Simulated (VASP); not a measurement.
**PbSe: single point with PBE**

Crystal: PbSe.

```
Pb Se
1.0
     4.39979    0.01164    0.01976
    -0.03702    6.23585    0.00554
    -0.02132   -0.03237    8.79873
Pb Se
4 4
Direct
  0.36778 0.50872 0.05949
  0.36749 0.50788 0.55958
  0.86776 0.00861 0.30956
  0.86805 0.00783 0.80921
  0.88231 0.49159 0.31559
  0.88238 0.49204 0.81571
  0.38217 0.99178 0.56558
  0.38205 0.99155 0.06528
```

```
Program                : VASP 6.6.1
Task                   : single point
Functional             : PBE
Potentials or basis    : VASP PAW PBE potentials, release 64 (Pb_d, Se)
Cutoff                 : 520 eV
k mesh                 : 4 × 4 × 2
Occupations            : gaussian, width 0.1 eV
Spin                   : no spin polarisation
Dipole correction      : no
Further INCAR settings : ALGO = Normal; EDIFF = 1e-07; NBANDS = 50
```

* Pressure: 0.0 GPa
* Largest force: 0.016 eV/Å
* Band gap on the k mesh: 0.48 eV

Forces in eV/Å, atoms in the order of the input:
```
Pb  -0.002 -0.013 -0.002
Pb  -0.001 -0.005 -0.003
Pb  -0.002 -0.012 -0.011
Pb  -0.003 -0.003  0.007
Se   0.002  0.011  0.005
Se   0.001  0.004 -0.003
Se   0.001  0.006 -0.003
Se   0.004  0.012  0.010
```

Levels at points of the mesh, in eV from the valence-band top:
```tsv
k point	band 38	band 39	band 40	band 41	band 42	band 43
(0.00, 0.00, 0.00)	-1.38	-0.62	-0.62	1.48	1.48	2.31
(0.50, 0.00, 0.00)	-1.38	-0.62	-0.62	1.48	1.48	2.31
(0.00, 0.50, 0.00)	-1.24	-0.09	0.00	0.49	0.58	1.87
(0.50, 0.50, 0.00)	-0.68	-0.10	0.00	0.48	0.59	1.87
(0.00, 0.00, 0.50)	-1.30	-0.86	-0.86	2.44	2.44	3.04
(0.50, 0.00, 0.50)	-1.80	-1.79	-1.79	3.29	3.30	3.30
(0.00, 0.50, 0.50)	-0.91	-0.88	-0.87	1.65	1.66	1.67
(0.50, 0.50, 0.50)	-0.73	-0.69	-0.69	1.54	1.54	1.56
```

It took 9.8 min on 1 thread of AMD EPYC 7R13 (shared host), peak memory 0.42 GiB.

Caveat: spin-orbit coupling is left out, which moves the levels of the heavy elements. A k mesh can miss the band edges.
